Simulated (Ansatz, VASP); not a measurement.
# Ta2N: VASP beside Ansatz

```
Ta N
1.0
     5.38698    0.00000    0.00000
    -2.69349    4.66526    0.00000
     0.00000    0.00000    4.82242
Ta N
6 3
Cartesian
  1.7651 3.0572 3.6306
  -0.9284 1.6081 3.6306
  1.8568 0.0000 3.6306
  0.9284 1.6081 1.1918
  -1.7651 3.0572 1.1918
  3.5301 0.0000 1.1918
  2.6935 1.5551 2.4112
  0.0000 3.1102 2.4112
  0.0000 0.0000 0.0000
```

Alike in both runs: task single point; functional PBE; k mesh 9 × 9 × 8; occupations gaussian, width 0.15 eV; no spin polarisation.

|  | VASP | Ansatz |
| --- | --- | --- |
| version | VASP 6.6.1 | Ansatz 0.2.0 |
| potentials or method | VASP PAW PBE potentials, release 64 (Ta_pv, N), cutoff 520 eV | scalar-relativistic, plane waves, PAW |
| valence electrons in the cell | 81 | 93 |

```tsv
	VASP	Ansatz	Ansatz less VASP
gap on the k mesh at the Fermi level (eV)	none	none	-
pressure (GPa)	1.7	1.2	-0.48
traceless stress, the component that is largest in VASP (GPa)	7.86	7.92	+0.062
rms of the force components (eV/Å)	0.729	0.726	-0.0023
```

Atom by atom the forces differ by 0.010 eV/Å (rms over components). A gap of «none» marks a metal or a gap that the smearing closes. VASP's potentials hold 81 valence electrons a cell and Ansatz's 93, so a difference there can come from the potentials and not from the codes.

Spin-orbit coupling is off throughout.
